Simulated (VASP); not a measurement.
# Sb (I-43m) in VASP: a series of runs

The runs below take Sb through single point, relaxation of the atoms, with PBE.

All numbers are computed with VASP 6.6.1; they aren't measurements. Logs are shortened: lines on timing, memory, paths and dates and some standing lists are left out, and cuts for length are marked.

## 1. The cell of the first run

The typed cell holds 4 atoms: a = 5.385 Å, b = 5.385 Å, c = 5.385 Å, α = 109.47°, β = 109.47°, γ = 109.47°.

## 2. Single point, PBE

Input file INCAR:

```
SYSTEM = Sb
PREC = Accurate
ENCUT = 520
EDIFF = 1E-6
ISMEAR = 0
SIGMA = 0.1
LREAL = .False.
LASPH = .True.
NELM = 100
ALGO = Normal
ISIF = 2
LWAVE = .False.
LCHARG = .False.
GGA = PE
NBANDS = 18
```

Input file KPOINTS:

```
regular mesh
0
Gamma
  10 10 10
  0 0 0
```

Input file POSCAR:

```
Sb
1.0
   -3.1092376844      3.1092376844      3.1092376844
    3.1092376844     -3.1092376844      3.1092376844
    3.1092376844      3.1092376844     -3.1092376844
Sb
4
Direct
    0.4998990725      0.0000000000      0.0000000000
    0.0000000000      0.4998990725      0.0000000000
    0.0000000000      0.0000000000      0.4998990725
    0.5001009275      0.5001009275      0.5001009275
```

Potentials or basis: VASP PAW PBE potentials, release 64 (Sb).

The run is started by

```console
cat potpaw_PBE.64/Sb/POTCAR > POTCAR
mpirun -np 1 vasp_std > vasp.out
```

OUTCAR:

```text
SYSTEM = Sb
   PREC = Accurate
   ENCUT = 520
   EDIFF = 1E-6
   ISMEAR = 0
   LREAL = .False.
   LASPH = .True.
   NELM = 100
   ISIF = 2
   GGA = PE

 ion  position               nearest neighbor table
   1  0.500  0.000  0.000-   2 3.11   3 3.11   4 3.11   4 3.11   3 3.11   2 3.11
   2  0.000  0.500  0.000-   4 3.11   1 3.11   3 3.11   4 3.11   3 3.11   1 3.11
   3  0.000  0.000  0.500-   4 3.11   1 3.11   2 3.11   4 3.11   2 3.11   1 3.11
   4  0.500  0.500  0.500-   1 3.11   2 3.11   3 3.11   1 3.11   2 3.11   3 3.11

  LATTYP: Found a body centered cubic cell.
 ALAT       =     6.2184753688

  Lattice vectors:

 A1 = (  -3.1092376844,   3.1092376844,   3.1092376844)
 A2 = (   3.1092376844,  -3.1092376844,   3.1092376844)
 A3 = (   3.1092376844,   3.1092376844,  -3.1092376844)

Analysis of symmetry for initial positions (statically):
=====================================================================
 Subroutine PRICEL returns:
 Original cell was already a primitive cell.

 Routine SETGRP: Setting up the symmetry group for a
 body centered cubic supercell.

 Subroutine GETGRP returns: Found 24 space group operations
 (whereof 24 operations were pure point group operations)
 out of a pool of 48 trial point group operations.

The static configuration has the point symmetry T_d .

Analysis of symmetry for dynamics (positions and initial velocities):
=====================================================================
 Subroutine PRICEL returns:
 Original cell was already a primitive cell.

 Routine SETGRP: Setting up the symmetry group for a
 body centered cubic supercell.

 Subroutine GETGRP returns: Found 24 space group operations
 (whereof 24 operations were pure point group operations)
 out of a pool of 48 trial point group operations.

The dynamic configuration has the point symmetry T_d .

 Subroutine INISYM returns: Found 24 space group operations
 (whereof 24 operations are pure point group operations),
 and found     1 'primitive' translations

----------------------------------------------------------------------------------------

                                     Primitive cell

  volume of cell :     120.2325

  direct lattice vectors                    reciprocal lattice vectors
    -3.109237684  3.109237684  3.109237684     0.000000000  0.160811122  0.160811122
     3.109237684 -3.109237684  3.109237684     0.160811122  0.000000000  0.160811122
     3.109237684  3.109237684 -3.109237684     0.160811122  0.160811122  0.000000000

  length of vectors
     5.385357642  5.385357642  5.385357642     0.227421269  0.227421269  0.227421269
[... 89 lines left out ...]
   IBRION =     -1    ionic relax: 0-MD 1-quasi-New 2-CG
   NFREE  =      0    steps in history (QN), initial steepest desc. (CG)
   ISIF   =      2    stress and relaxation
   ISYM   =      2    0-nonsym 1-usesym 2-fastsym
   POTIM  = 0.5000    time-step for ionic-motion
   TEBEG  =    0.0;   TEEND  =   0.0 temperature during run
   PSTRESS=    0.0 pullay stress
   NELECT =      20.0000    total number of electrons
   NUPDOWN=      -1.0000    fix difference up-down
   EMIN   =  10.00;   EMAX   =-10.00  energy-range for DOS
   EFERMI =   0.00;   METHOD = LEGACY
   ISMEAR =     0;   SIGMA  =   0.10  broadening in eV -4-tet -1-fermi 0-gaus
   EFERMI_NEDOS =   21; number of points for ismear=-14 and -15
   IALGO  =     38    algorithm
   IMIX   =      4    mixing-type and parameters
     AMIX     =   0.40;   BMIX     =  1.00
     AMIX_MAG =   1.60;   BMIX_MAG =  1.00
  volume/ion in A,a.u.               =      30.06       202.84
  Fermi-wavevector in a.u.,A,eV,Ry     =   0.900349  1.701413 11.029269  0.810628
  Thomas-Fermi vector in A             =   2.023296
   LORBIT       =      0    0 simple, 1 ext, 2 COOP (PROOUT), +10 PAW based schemes
   GGA     = PE    functional components
   LHFCALC =     F    Hartree Fock is set to
   AEXX    =    0.0000 exact exchange contribution
   IVDW    =     0    specifies the selected vdW correction
   LEPSILON=     F    determine dielectric tensor
   LRPA    =     F    only Hartree local field effects (RPA)
 non-spin polarized calculation
 Gauss-broadening in eV      SIGMA  =   0.10
  energy-cutoff  :      520.00
  volume of cell :      120.23
 maximum number of plane-waves:      3300
   NGX = 19   NGY = 19   NGZ = 19

 number of electron      19.9999997 magnetization

 Free energy of the ion-electron system (eV)
  ---------------------------------------------------
  ext. energy  EPLUGINS =         0.00000000
  ---------------------------------------------------
  free energy    TOTEN  =       -16.37799509 eV

  energy without entropy =      -16.36877741  energy(sigma->0) =      -16.37338625

 E-fermi :   7.0557     XC(G=0):  -9.5911

 val. band max:        7.0387915347   @ k =   0.5000   0.5000   0.2000
 cond. band min:       7.1001265476   @ k =   0.3000   0.2000   0.1000
 fundamental gap:      0.0613350128
 Fermi energy:         7.0556788921

 k-point     1 :       0.0000    0.0000    0.0000
  band No.  band energies     occupation
      1      -5.2877      2.00000
      2      -0.3593      2.00000
      3      -0.3593      2.00000
      4      -0.3593      2.00000
      5       3.5389      2.00000
      6       3.5389      2.00000
[... 481 lines left out ...]
      5       2.7679      2.00000
      6       3.3822      2.00000
[... 10 lines left out ...]
     17      11.8909      0.00000
     18      12.0293      0.00000

 [... further k-points ...]

------------------------ aborting loop because EDIFF is reached ----------------------------------------

  FORCE on cell =-STRESS in cart. coord.  units (eV):
  Direction    XX          YY          ZZ          XY          YZ          ZX
  --------------------------------------------------------------------------------------
  -------------------------------------------------------------------------------------
  Total       -0.0335352     -0.0335352     -0.0335352      0.0000000      0.0000000      0.0000000
  in kB       -0.4468784     -0.4468784     -0.4468784      0.0000000      0.0000000      0.0000000
  external PRESSURE =      -0.4468784 kB  Pullay stress =       0.0000000 kB

 VOLUME and BASIS-vectors are now :
 -----------------------------------------------------------------------------
  energy-cutoff  :      520.00
  volume of cell :      120.23
      direct lattice vectors                 reciprocal lattice vectors
    -3.109237684  3.109237684  3.109237684     0.000000000  0.160811122  0.160811122
     3.109237684 -3.109237684  3.109237684     0.160811122  0.000000000  0.160811122
     3.109237684  3.109237684 -3.109237684     0.160811122  0.160811122  0.000000000

 POSITION                                       TOTAL-FORCE (eV/Angst)
 -----------------------------------------------------------------------------------
     -1.55431      1.55431      1.55431        -0.000342      0.000342      0.000342
      1.55431     -1.55431      1.55431         0.000342     -0.000342      0.000342
      1.55431      1.55431     -1.55431         0.000342      0.000342     -0.000342
      1.55493      1.55493      1.55493        -0.000342     -0.000342     -0.000342
 -----------------------------------------------------------------------------------
    total drift:                                0.000000      0.000000      0.000000

  FREE ENERGIE OF THE ION-ELECTRON SYSTEM (eV)
  ---------------------------------------------------
  free  energy   TOTEN  =       -16.3779950852 eV

  energy  without entropy=      -16.3687774105  energy(sigma->0) =      -16.37338625
```

Run time: 73 s. Hardware: 1 thread of AMD EPYC 7R43 (Zen 3), shared host; peak memory 0.24 GiB.

Results:

```
Free energy            : -16.3780 eV
Pressure               : 0.0 GPa
Band gap on the k mesh : zero (band 10 reaches 8.31 eV, above the bottom of band 11 at 6.25 eV)
```

Levels at points of the mesh, in eV from the Fermi level:
```csv
k point,band 6,band 7,band 8,band 9,band 10,band 11,band 12,band 13,band 14,band 15
"(0.00, 0.00, 0.00)",-3.52,-3.52,-3.52,-3.52,-3.52,2.20,2.20,2.20,3.23,3.23
"(0.50, 0.00, 0.00)",-3.93,-1.35,-1.35,-0.92,-0.92,0.62,0.62,1.49,1.49,4.88
"(0.50, 0.50, 0.50)",-5.54,-4.59,-1.62,-1.62,-1.62,4.83,4.83,4.83,5.21,5.21
```

Caveat: spin-orbit coupling is left out, which moves the levels of the heavy elements.

## 3. Single point, PBE

Input file INCAR:

```
  ALGO = Normal
  EDIFF = 1E-6
  ENCUT = 520
  GGA = PE
  ISIF = 2
  ISMEAR = 0
  LASPH = True
  LCHARG = True
  LELF = True
  LREAL = False
  LVHAR = True
  LWAVE = False
  NBANDS = 18
  NELM = 100
  PREC = Accurate
  SIGMA = 0.1
```

Input file KPOINTS:

```
k-points
0
Gamma
  10 10 10
```

POSCAR is that of step 2.

Potentials or basis: VASP PAW PBE potentials, release 64 (Sb).

The run is started by

```console
cat potpaw_PBE.64/Sb/POTCAR > POTCAR
mpirun -np 1 vasp_std > vasp.out
```

It took 73 s on 1 thread of AMD EPYC 7R43 (Zen 3), shared host; peak memory 0.23 GiB.

It converged, with:

```
Free energy            : -16.3780 eV
Pressure               : 0.0 GPa
Band gap on the k mesh : zero (band 10 reaches 8.31 eV, above the bottom of band 11 at 6.25 eV)
```

Levels at points of the mesh, in eV from the Fermi level:
```tsv
k point	band 8	band 9	band 10	band 11	band 12	band 13
(0.00, 0.00, 0.00)	-3.52	-3.52	-3.52	2.20	2.20	2.20
(0.50, 0.00, 0.00)	-1.35	-0.92	-0.92	0.62	0.62	1.49
(0.50, 0.50, 0.50)	-1.62	-1.62	-1.62	4.83	4.83	4.83
```

Caveat: spin-orbit coupling is left out, which moves the levels of the heavy elements.

## 4. Single point, PBE (volume scaled by 0.97, then relaxed in part)

Input file INCAR:

```
ALGO     = Normal         # electronic algorithm
EDIFF    = 1E-6           # SCF threshold, eV
ENCUT    = 520            # plane-wave cutoff, eV
GGA      = PE             # functional
ISIF     = 2              # what is computed and relaxed
ISMEAR   = 0              # smearing method
LASPH    = T              # aspherical terms in the spheres
LCHARG   = F              # write CHGCAR
LREAL    = F              # projectors in reciprocal space
LWAVE    = F              # write WAVECAR
NBANDS   = 18             # bands
NELM     = 100            # most SCF steps
PREC     = Accurate       # precision mode
SIGMA    = 0.1            # smearing width, eV
```

KPOINTS is that of step 3.

Input file POSCAR:

```
Sb
1.0
   -3.0778290958      3.0778290958      3.0778290958
    3.0778290958     -3.0778290958      3.0778290958
    3.0778290958      3.0778290958     -3.0778290958
Sb
4
Direct
    0.4998990725      0.0000000000      0.0000000000
    0.0000000000      0.4998990725      0.0000000000
    0.0000000000      0.0000000000      0.4998990725
    0.5001009275      0.5001009275      0.5001009275
```

The run is started by

```console
cat potpaw_PBE.64/Sb/POTCAR > POTCAR
mpirun -np 1 vasp_std > vasp.out
```

Wall time 79 s (1 thread of AMD EPYC 7R43 (Zen 3), shared host); peak memory 0.22 GiB.

Results (log left out):

```yaml
Free_energy: -16.3592 eV
Pressure: 1.8 GPa
Band_gap_on_the_k_mesh: zero (band 10 reaches 8.80 eV, above the bottom of band 11 at 6.59 eV)
```

Levels at points of the mesh, in eV from the Fermi level:
```tsv
k point	band 8	band 9	band 10	band 11	band 12	band 13
(0.00, 0.00, 0.00)	-3.67	-3.67	-3.67	2.07	2.07	2.07
(0.50, 0.00, 0.00)	-1.43	-0.96	-0.96	0.62	0.62	1.58
(0.50, 0.50, 0.50)	-1.69	-1.69	-1.69	4.77	4.77	4.77
```

Caveat: spin-orbit coupling is left out, which moves the levels of the heavy elements.

## 5. Relaxation of the atoms, PBE (volume scaled by 0.97)

Input file INCAR:

```
SYSTEM = Sb
ALGO = Normal ; EDIFF = 1E-6
EDIFFG = -0.01 ; ENCUT = 520
GGA = PE ; IBRION = 2
ISIF = 2 ; ISMEAR = 0
LASPH = .TRUE. ; LCHARG = .FALSE.
LREAL = .FALSE. ; LWAVE = .FALSE.
NELM = 100 ; NSW = 50
PREC = Accurate ; SIGMA = 0.1
```

Input file KPOINTS:

```
k-points
0
G
  10 10 10
  0 0 0
```

POSCAR is that of step 4.

Potentials or basis: VASP PAW PBE potentials, release 64 (Sb).

The run is started by

```console
cat potpaw_PBE.64/Sb/POTCAR > POTCAR
mpirun -np 1 vasp_std > vasp.out
```

OUTCAR:

```text
SYSTEM = Sb
   EDIFF = 1E-6
   EDIFFG = -0.01
   ENCUT = 520
   GGA = PE
   IBRION = 2
   ISIF = 2
   ISMEAR = 0
   LASPH = .TRUE.
   LREAL = .FALSE.
   NELM = 100
   NSW = 50
   PREC = Accurate

 ion  position               nearest neighbor table
   1  0.500  0.000  0.000-   2 3.08   4 3.08   2 3.08   3 3.08   3 3.08   4 3.08
   2  0.000  0.500  0.000-   4 3.08   1 3.08   1 3.08   3 3.08   3 3.08   4 3.08
   3  0.000  0.000  0.500-   4 3.08   4 3.08   2 3.08   1 3.08   2 3.08   1 3.08
   4  0.500  0.500  0.500-   3 3.08   1 3.08   2 3.08   3 3.08   1 3.08   2 3.08

  LATTYP: Found a body centered cubic cell.
 ALAT       =     6.1556581916

  Lattice vectors:

 A1 = (  -3.0778290958,   3.0778290958,   3.0778290958)
 A2 = (   3.0778290958,  -3.0778290958,   3.0778290958)
 A3 = (   3.0778290958,   3.0778290958,  -3.0778290958)

Analysis of symmetry for initial positions (statically):
=====================================================================
 Subroutine PRICEL returns:
[... 193 lines left out ...]
      9       3.7877      2.00000
     10       3.7877      2.00000
     11       9.5238      0.00000
     12       9.5238      0.00000
     13       9.5238      0.00000
     14      10.7520      0.00000
[... 377 lines left out ...]
      1      -4.4049      2.00000
      2      -1.7749      2.00000
      3      -1.1723      2.00000
      4       0.1423      2.00000
      5       2.9841      2.00000
      6       3.6311      2.00000
      7       4.0189      2.00000
      8       5.1740      2.00000
      9       6.1864      2.00000
     10       6.6566      2.00000
     11       6.7307      2.00000
     12       9.6842      0.00000
     13      10.6605      0.00000
     14      10.8554      0.00000

 [... further k-points ...]

------------------------ aborting loop because EDIFF is reached ----------------------------------------

  FORCE on cell =-STRESS in cart. coord.  units (eV):
  Direction    XX          YY          ZZ          XY          YZ          ZX
  --------------------------------------------------------------------------------------
  -------------------------------------------------------------------------------------
  Total        1.2803292      1.2803292      1.2803292      0.0000000     -0.0000000      0.0000000
  in kB       17.5889026     17.5889026     17.5889026      0.0000000     -0.0000000      0.0000000
  external PRESSURE =      17.5889026 kB  Pullay stress =       0.0000000 kB

 VOLUME and BASIS-vectors are now :
 -----------------------------------------------------------------------------
  energy-cutoff  :      520.00
  volume of cell :      116.63
      direct lattice vectors                 reciprocal lattice vectors
    -3.077829096  3.077829096  3.077829096     0.000000000  0.162452165  0.162452165
     3.077829096 -3.077829096  3.077829096     0.162452165  0.000000000  0.162452165
     3.077829096  3.077829096 -3.077829096     0.162452165  0.162452165  0.000000000

 POSITION                                       TOTAL-FORCE (eV/Angst)
 -----------------------------------------------------------------------------------
     -1.53860      1.53860      1.53860        -0.000310      0.000310      0.000310
      1.53860     -1.53860      1.53860         0.000310     -0.000310      0.000310
      1.53860      1.53860     -1.53860         0.000310      0.000310     -0.000310
      1.53923      1.53923      1.53923        -0.000310     -0.000310     -0.000310
 -----------------------------------------------------------------------------------
    total drift:                                0.000000      0.000000      0.000000

  FREE ENERGIE OF THE ION-ELECTRON SYSTEM (eV)
  ---------------------------------------------------
  free  energy   TOTEN  =       -16.3592302482 eV

  energy  without entropy=      -16.3486099444  energy(sigma->0) =      -16.35392010

 reached required accuracy - stopping structural energy minimisation
```

CONTCAR:

```text
Sb
   1.00000000000000
    -3.0778290957999999    3.0778290957999999    3.0778290957999999
     3.0778290957999999   -3.0778290957999999    3.0778290957999999
     3.0778290957999999    3.0778290957999999   -3.0778290957999999
  Sb
     4
Direct
     0.4998990724999999    0.0000000000000000    0.0000000000000000
     0.0000000000000000    0.4998990724999999    0.0000000000000000
     0.0000000000000000    0.0000000000000000    0.4998990724999999
     0.5001009275000001    0.5001009275000001    0.5001009275000001

  0.00000000E+00  0.00000000E+00  0.00000000E+00
  0.00000000E+00  0.00000000E+00  0.00000000E+00
  0.00000000E+00  0.00000000E+00  0.00000000E+00
  0.00000000E+00  0.00000000E+00  0.00000000E+00
```

Run time: 63 s. Hardware: 1 thread of AMD EPYC 7R43 (Zen 3), shared host; peak memory 0.23 GiB.

Results:

| Item | Value |
| --- | --- |
| Free energy | -16.3592 eV |
| Pressure after relaxing | 1.8 GPa |
| Band gap on the k mesh | zero (band 10 reaches 8.80 eV, above the bottom of band 11 at 6.59 eV) |

Final structure:
```
CELL_PARAMETERS angstrom
-3.07783 3.07783 3.07783
3.07783 -3.07783 3.07783
3.07783 3.07783 -3.07783
ATOMIC_POSITIONS crystal
Sb 0.49990 0.00000 0.00000
Sb 0.00000 0.49990 0.00000
Sb 0.00000 0.00000 0.49990
Sb 0.50010 0.50010 0.50010
```

Caveat: the relaxation stopped at its first step, so nothing moved; spin-orbit coupling is left out, which moves the levels of the heavy elements.

## 6. The runs side by side

| task | cell | gap on the mesh (eV) | pressure (GPa) |
| --- | --- | --- | --- |
| single point | a = 5.385 Å, angles 109.5°, 4 atoms | none | 0.0 |
| single point | a = 5.331 Å, angles 109.5°, 4 atoms | none | 1.8 |
| relaxation of the atoms | atoms relaxed from a = 5.331 Å, angles 109.5°, 4 atoms | none | 1.8 |

Alike in all rows: level PBE; potentials or basis VASP PAW PBE potentials, release 64 (Sb); no spin polarisation; k mesh 10 × 10 × 10; cutoff (eV) 520; smearing gaussian 0.1 eV.

Caveats: spin-orbit coupling is left out, which moves the levels of the heavy elements; the relaxation stopped at its first step, so nothing moved (some runs).

Absolute energies hang on the potentials; compare differences alone.
